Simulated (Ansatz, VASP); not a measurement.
## Two plane-wave programs on SrO

Contents of POSCAR:

```
SrO
1.0
    0.0000000000      2.5490759911      2.5490759911
    2.5490759911      0.0000000000      2.5490759911
    2.5490759911      2.5490759911      0.0000000000
Sr O
1 1
Direct
    0.5000000000      0.5000000000      0.5000000000
    0.0000000000      0.0000000000      0.0000000000
```

File INCAR.step1:

```
SYSTEM = SrO
PREC     = Accurate       ! precision mode
ENCUT    = 520            ! plane-wave cutoff, eV
ISMEAR   = -1             ! smearing method
SIGMA    = 0.05           ! smearing width, eV
LREAL    = .False.        ! projectors in reciprocal space
LASPH    = .True.         ! aspherical terms in the spheres
NELM     = 60             ! most SCF steps
NBANDS   = 15             ! bands
GGA      = PE             ! functional
ALGO     = Normal         ! electronic algorithm
EDIFF    = 1E-4           ! SCF threshold, eV
LWAVE    = .True.         ! write WAVECAR
LCHARG   = .False.        ! write CHGCAR
```

Contents of INCAR.step2:

```
SYSTEM = SrO
PREC     = Accurate       ! precision mode
ENCUT    = 520            ! plane-wave cutoff, eV
EDIFF    = 1E-6           ! SCF threshold, eV
ISMEAR   = -1             ! smearing method
SIGMA    = 0.05           ! smearing width, eV
LREAL    = .False.        ! projectors in reciprocal space
LASPH    = .True.         ! aspherical terms in the spheres
NELM     = 60             ! most SCF steps
ALGO     = Normal         ! electronic algorithm
ISIF     = 2              ! what is computed and relaxed
LWAVE    = .False.        ! write WAVECAR
LCHARG   = .False.        ! write CHGCAR
METAGGA  = R2SCAN         ! meta-GGA
LMIXTAU  = .True.       
NBANDS   = 15             ! bands
ISTART   = 1
```

KPOINTS

```
regular mesh
0
Gamma
  9 9 9
  0 0 0
```

The input input.yaml:

```yaml
crystal:
  lattice:
    - [0.0, 2.5490759911, 2.5490759911]
    - [2.5490759911, 0.0, 2.5490759911]
    - [2.5490759911, 2.5490759911, 0.0]
  atoms:
    - { symbol: Sr, position: [0.5, 0.5, 0.5] }
    - { symbol: O, position: [0.0, 0.0, 0.0] }
hamiltonian:
  xc: r2scan
  pseudopotentials: { kind: paw }
kpoints:
  mp_grid: { grid: [9, 9, 9] }
scf:
  occupations: { method: fermi_dirac, width: 0.05 }
output:
  forces: true
  stress: true
  eigenvalues: true
```

Alike in both runs: task single point; functional r2SCAN; k mesh 9 × 9 × 9; occupations fermi-dirac, width 0.05 eV; no spin polarisation.

```csv
,VASP,Ansatz
version,VASP 6.6.1,Ansatz 0.2.0
potentials or method,"VASP PAW PBE potentials, release 64 (Sr_sv, O)",Ansatz PAW
plane-wave cutoff (eV),520,500
valence electrons in the cell,16,16
```

Ansatz gave:

- gap on the k mesh at the Fermi level (eV): 3.84
- least direct gap on the mesh (eV): 3.91
- pressure (GPa): 3.7

What did VASP give for the same quantities?

gap on the k mesh at the Fermi level (eV): 3.79; least direct gap on the mesh (eV): 3.86; pressure (GPa): 4.3.

VASP's potentials were made for PBE, not for r2SCAN. With one functional, cell and mesh, what is left measures potentials, basis and numerics.

Noted on Ansatz's run: odd divisions of the mesh miss points on the zone boundary, where band edges often lie, so the gap on the mesh can be too wide.
